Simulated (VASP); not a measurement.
# SnBiS4 in VASP: single point with PBEsol

Aim: the single point of SnBiS4 with PBEsol.

All numbers are computed with VASP 6.6.1; they aren't measurements. Logs are shortened: lines on timing, memory, paths and dates and some standing lists are left out, and cuts for length are marked.

**1. The cell of the first run**

The cell holds a sublattice, 6 atoms: a = 5.573 Å, b = 5.573 Å, c = 6.897 Å, α = 113.83°, β = 113.83°, γ = 90.00°.

**2. Single point, PBEsol, collinear spin**

Input file INCAR:

```
SYSTEM = SnBiS4
ALGO     = Normal         ! electronic algorithm
EDIFF    = 1E-6           ! SCF threshold, eV
ENCUT    = 400            ! plane-wave cutoff, eV
GGA      = PS             ! functional
GGA_COMPAT= .False.      
ISIF     = 2              ! what is computed and relaxed
ISMEAR   = 0              ! smearing method
ISPIN    = 2              ! spin polarisation
LASPH    = .True.         ! aspherical terms in the spheres
LCHARG   = .False.        ! write CHGCAR
LORBIT   = 11             ! projections on sites
LREAL    = .False.        ! projectors in reciprocal space
LWAVE    = .False.        ! write WAVECAR
MAGMOM   = 0 0 1 1 1 1    ! initial moments
NBANDS   = 40             ! bands
NELM     = 200            ! most SCF steps
PREC     = Accurate       ! precision mode
SIGMA    = 0.1            ! smearing width, eV
```

Input file KPOINTS:

```
k-points
0
Gamma
  6 6 6
  0 0 0
```

Input file POSCAR:

```
SnBiS4
1.0
    5.5727340000      0.0000000000      0.0000000000
    0.0000000000      5.5727340000      0.0000000000
   -2.7863670000     -2.7863670000      5.6610300000
Sn Bi S
1 1 4
Direct
    0.0000000000      0.0000000000      0.0000000000
    0.2500000000      0.7500000000      0.5000000000
    0.9989330000      0.4989330000      0.9978660000
    0.2465190000      0.2465190000      0.4930380000
    0.5010670000      0.0010670000      0.0021340000
    0.7534810000      0.7534810000      0.5069620000
```

Potentials or basis: VASP PAW PBE potentials, release 64 (Sn_d, Bi_d, S).

On the command line:

```sh
cat potpaw_PBE.64/Sn_d/POTCAR potpaw_PBE.64/Bi_d/POTCAR potpaw_PBE.64/S/POTCAR > POTCAR
mpirun -np 1 vasp_std > vasp.out
```

OUTCAR:

```text
SYSTEM = SnBiS4
   EDIFF = 1E-6
   ENCUT = 400
   GGA = PS
   ISIF = 2
   ISMEAR = 0
   ISPIN = 2
   LASPH = .True.
   LORBIT = 11
   LREAL = .False.
   NELM = 200
   PREC = Accurate

 ion  position               nearest neighbor table
   1  0.000  0.000  0.000-   5 2.79   3 2.79   5 2.79   3 2.79   6 2.79   4 2.79
   2  0.250  0.750  0.500-   6 2.79   4 2.79   6 2.79   4 2.79   3 2.84   5 2.84
   3  0.999  0.499  0.998-   1 2.79   1 2.79   2 2.84
   4  0.247  0.247  0.493-   2 2.79   2 2.79   1 2.79
   5  0.501  0.001  0.002-   1 2.79   1 2.79   2 2.84
   6  0.753  0.753  0.507-   2 2.79   2 2.79   1 2.79

  LATTYP: Found a body centered tetragonal cell.
 ALAT       =     5.5727340000
 C/A-ratio  =     2.0316885751

  Lattice vectors:

 A1 = (   2.7863670000,  -2.7863670000,  -5.6610300000)
 A2 = (  -2.7863670000,   2.7863670000,  -5.6610300000)
 A3 = (   2.7863670000,   2.7863670000,   5.6610300000)

Analysis of symmetry for initial positions (statically):
=====================================================================
 Subroutine PRICEL returns:
 Original cell was already a primitive cell.

 Routine SETGRP: Setting up the symmetry group for a
 body centered tetragonal supercell.

 Subroutine GETGRP returns: Found  8 space group operations
 (whereof  8 operations were pure point group operations)
 out of a pool of 16 trial point group operations.

The static configuration has the point symmetry D_2d.

Analysis of symmetry for dynamics (positions and initial velocities):
=====================================================================
 Subroutine PRICEL returns:
 Original cell was already a primitive cell.

 Routine SETGRP: Setting up the symmetry group for a
 body centered tetragonal supercell.

 Subroutine GETGRP returns: Found  8 space group operations
 (whereof  8 operations were pure point group operations)
 out of a pool of 16 trial point group operations.

The dynamic configuration has the point symmetry D_2d.

Analysis of structural, dynamic, and magnetic symmetry:
=====================================================================
 Subroutine PRICEL returns:
 Original cell was already a primitive cell.

 Routine SETGRP: Setting up the symmetry group for a
 body centered tetragonal supercell.

 Subroutine GETGRP returns: Found  8 space group operations
 (whereof  8 operations were pure point group operations)
 out of a pool of 16 trial point group operations.

The overall configuration has the point symmetry D_2d.

 Subroutine INISYM returns: Found  8 space group operations
 (whereof  8 operations are pure point group operations),
 and found     1 'primitive' translations

----------------------------------------------------------------------------------------

                                     Primitive cell

  volume of cell :     175.8053

  direct lattice vectors                    reciprocal lattice vectors
     5.572734000  0.000000000  0.000000000     0.179445134  0.000000000  0.088323150
     0.000000000  5.572734000  0.000000000     0.000000000  0.179445134  0.088323150
    -2.786367000 -2.786367000  5.661030000     0.000000000  0.000000000  0.176646299

  length of vectors
     5.572734000  5.572734000  6.897459154     0.200003837  0.200003837  0.176646299

  position of ions in fractional coordinates (direct lattice)
     0.000000000  0.000000000  0.000000000
     0.250000000  0.750000000  0.500000000
     0.998933000  0.498933000  0.997866000
     0.246519000  0.246519000  0.493038000
     0.501067000  0.001067000  0.002134000
     0.753481000  0.753481000  0.506962000

  ion indices of the primitive-cell ions
   primitive index   ion index
                 1           1
                 2           2
                 3           3
                 4           4
                 5           5
                 6           6

----------------------------------------------------------------------------------------

 KPOINTS: k-points
[... 27 lines left out ...]
  0.333333  0.000000 -0.000000      8.000000
  0.500000  0.000000  0.000000      4.000000
  0.166667  0.166667 -0.000000      8.000000
  0.333333  0.166667 -0.000000     16.000000
[... 16 lines left out ...]
 -0.333333  0.333333  0.166667      8.000000
  0.500000  0.500000  0.166667      4.000000
 [... further k-points ...]
   k-points           NKPTS =     30   k-points in BZ     NKDIM =     30   number of bands    NBANDS=     40
   number of dos      NEDOS =    301   number of ions     NIONS =      6
   total plane-waves  NPLWV =  62208
   dimension x,y,z NGX =    36 NGY =   36 NGZ =   48
   dimension x,y,z NGXF=    72 NGYF=   72 NGZF=   96
   ions per type =               1   1   4
   NGX,Y,Z   is equivalent  to a cutoff of  10.74, 10.74, 11.57 a.u.
   NGXF,Y,Z  is equivalent  to a cutoff of  21.48, 21.48, 23.14 a.u.
 SYSTEM =  SnBiS4
   PREC   = accura    normal or accurate (medium, high low for compatibility)
   ISTART =      0    job   : 0-new  1-cont  2-samecut
   ICHARG =      2    charge: 1-file 2-atom 10-const
   ISPIN  =      2    spin polarized calculation?
   LNONCOLLINEAR =      F non collinear calculations
   LSORBIT =      F    spin-orbit coupling
   LASPH  =      T    aspherical Exc in radial PAW
   ENCUT  =  400.0 eV  29.40 Ry    5.42 a.u.   9.09  9.09 11.25*2*pi/ulx,y,z
   NELM   =    200;   NELMIN=  2; NELMDL= -5     # of ELM steps
   EDIFF  = 0.1E-05   stopping-criterion for ELM
   LREAL  =      F    real-space projection
   EDIFFG = 0.1E-04   stopping-criterion for IOM
   NSW    =      0    number of steps for IOM
   IBRION =     -1    ionic relax: 0-MD 1-quasi-New 2-CG
   NFREE  =      0    steps in history (QN), initial steepest desc. (CG)
   ISIF   =      2    stress and relaxation
   ISYM   =      2    0-nonsym 1-usesym 2-fastsym
   POTIM  = 0.5000    time-step for ionic-motion
   TEBEG  =    0.0;   TEEND  =   0.0 temperature during run
   PSTRESS=    0.0 pullay stress
   NELECT =      53.0000    total number of electrons
   NUPDOWN=      -1.0000    fix difference up-down
   EMIN   =  10.00;   EMAX   =-10.00  energy-range for DOS
   EFERMI =   0.00;   METHOD = LEGACY
   ISMEAR =     0;   SIGMA  =   0.10  broadening in eV -4-tet -1-fermi 0-gaus
   EFERMI_NEDOS =   21; number of points for ismear=-14 and -15
   IALGO  =     38    algorithm
   IMIX   =      4    mixing-type and parameters
     AMIX     =   0.40;   BMIX     =  1.00
     AMIX_MAG =   1.60;   BMIX_MAG =  1.00
  volume/ion in A,a.u.               =      29.30       197.73
  Fermi-wavevector in a.u.,A,eV,Ry     =   1.097715  2.074380 16.394711  1.204977
  Thomas-Fermi vector in A             =   2.234079
   LORBIT       =     11    0 simple, 1 ext, 2 COOP (PROOUT), +10 PAW based schemes
   GGA     = PS    functional components
   LHFCALC =     F    Hartree Fock is set to
   AEXX    =    0.0000 exact exchange contribution
   IVDW    =     0    specifies the selected vdW correction
   LEPSILON=     F    determine dielectric tensor
   LRPA    =     F    only Hartree local field effects (RPA)
 spin polarized calculation
 Gauss-broadening in eV      SIGMA  =   0.10
  energy-cutoff  :      400.00
  volume of cell :      175.81
 maximum number of plane-waves:      3214
   NGX = 19   NGY = 19   NGZ = 23

 number of electron      52.9999998 magnetization       0.0217273

 Free energy of the ion-electron system (eV)
  ---------------------------------------------------
  ext. energy  EPLUGINS =         0.00000000
  ---------------------------------------------------
  free energy    TOTEN  =       -25.26010732 eV

  energy without entropy =      -25.22285626  energy(sigma->0) =      -25.24148179

 E-fermi :   2.4745     XC(G=0):  -8.8215

 val. band max:        2.4732617642   @ k =  -0.3333   0.3333   0.0000
 cond. band min:       2.4872741257   @ k =  -0.3333   0.3333   0.0000
 fundamental gap:      0.0140123615
 Fermi energy:         2.4744552175

 spin component 1

 k-point     1 :       0.0000    0.0000    0.0000
  band No.  band energies     occupation
      1     -20.1426      1.00000
      2     -20.0949      1.00000
      3     -20.0732      1.00000
      4     -20.0684      1.00000
      5     -20.0684      1.00000
      6     -18.7514      1.00000
[... 973 lines left out ...]
     37      11.2863      0.00000
     38      11.4092      0.00000

 [... further k-points ...]

 spin component 2

 k-point     1 :       0.0000    0.0000    0.0000
  band No.  band energies     occupation
      1     -20.1425      1.00000
      2     -20.0948      1.00000
      3     -20.0731      1.00000
      4     -20.0684      1.00000
      5     -20.0684      1.00000
      6     -18.7515      1.00000
[... 973 lines left out ...]
     37      11.2890      0.00000
     38      11.4114      0.00000

 [... further k-points ...]

 [bands above 38 left out]

------------------------ aborting loop because EDIFF is reached ----------------------------------------

  FORCE on cell =-STRESS in cart. coord.  units (eV):
  Direction    XX          YY          ZZ          XY          YZ          ZX
  --------------------------------------------------------------------------------------
  -------------------------------------------------------------------------------------
  Total       -6.8291015     -6.8291015    -10.7026752      0.0000000      0.0000000      0.0000000
  in kB      -62.2360568    -62.2360568    -97.5373256      0.0000000      0.0000000      0.0000000
  external PRESSURE =     -74.0031464 kB  Pullay stress =       0.0000000 kB

 VOLUME and BASIS-vectors are now :
 -----------------------------------------------------------------------------
  energy-cutoff  :      400.00
  volume of cell :      175.81
      direct lattice vectors                 reciprocal lattice vectors
     5.572734000  0.000000000  0.000000000     0.179445134  0.000000000  0.088323150
     0.000000000  5.572734000  0.000000000     0.000000000  0.179445134  0.088323150
    -2.786367000 -2.786367000  5.661030000     0.000000000  0.000000000  0.176646299

 POSITION                                       TOTAL-FORCE (eV/Angst)
 -----------------------------------------------------------------------------------
      0.00000      0.00000      0.00000         0.000000     -0.000000      0.000000
      0.00000      2.78637      2.83052        -0.000000      0.000000      0.000000
      2.78637      0.00000      5.64895        -0.000000     -0.000000      0.547388
      0.00000      0.00000      2.79110         0.000000      0.000000     -1.116350
      2.78637      0.00000      0.01208         0.000000      0.000000     -0.547388
      2.78637      2.78637      2.86993         0.000000      0.000000      1.116350
 -----------------------------------------------------------------------------------
    total drift:                                0.000009     -0.000009     -0.000000

  FREE ENERGIE OF THE ION-ELECTRON SYSTEM (eV)
  ---------------------------------------------------
  free  energy   TOTEN  =       -25.2601073190 eV

  energy  without entropy=      -25.2228562649  energy(sigma->0) =      -25.24148179

 total charge

# of ion       s       p       d       tot
------------------------------------------
    1        1.142   0.759  10.031  11.932
    2        1.567   1.013   9.980  12.560
    3        1.364   2.216   0.000   3.580
    4        1.365   2.224   0.000   3.589
    5        1.364   2.216   0.000   3.580
    6        1.365   2.224   0.000   3.589
--------------------------------------------------
tot          8.166  10.652  20.011  38.830

 magnetization (x)

# of ion       s       p       d       tot
------------------------------------------
    1       -0.000  -0.000   0.000  -0.000
    2        0.000  -0.000   0.000   0.000
    3        0.000   0.003   0.000   0.003
    4        0.000   0.003   0.000   0.003
    5        0.000   0.003   0.000   0.003
    6        0.000   0.003   0.000   0.003
--------------------------------------------------
tot          0.001   0.013   0.000   0.013
```

Run time: 6.4 min. Hardware: 1 thread of Intel Xeon Platinum 8259CL at 2.50GHz (Skylake/Cascade Lake), shared host; peak memory 0.42 GiB.

What came out:

* Free energy: -25.2601 eV
* Pressure: -7.4 GPa
* Largest force: 1.116 eV/Å
* Net moment: 0.02 μB per cell
* Valence electrons inside the program's atomic spheres: Sn 11.93; Bi 12.56; S 3.58, 3.59 (each value once)

Forces in eV/Å, atoms in the order of the input:
```
Sn   0.000  0.000  0.000
Bi   0.000  0.000  0.000
S    0.000  0.000  0.547
S    0.000  0.000 -1.116
S    0.000  0.000 -0.547
S    0.000  0.000  1.116
```

Caveat: the PAW data sets were made with another functional, which shifts forces and pressure a little; spin-orbit coupling is left out, which moves the levels of the heavy elements.
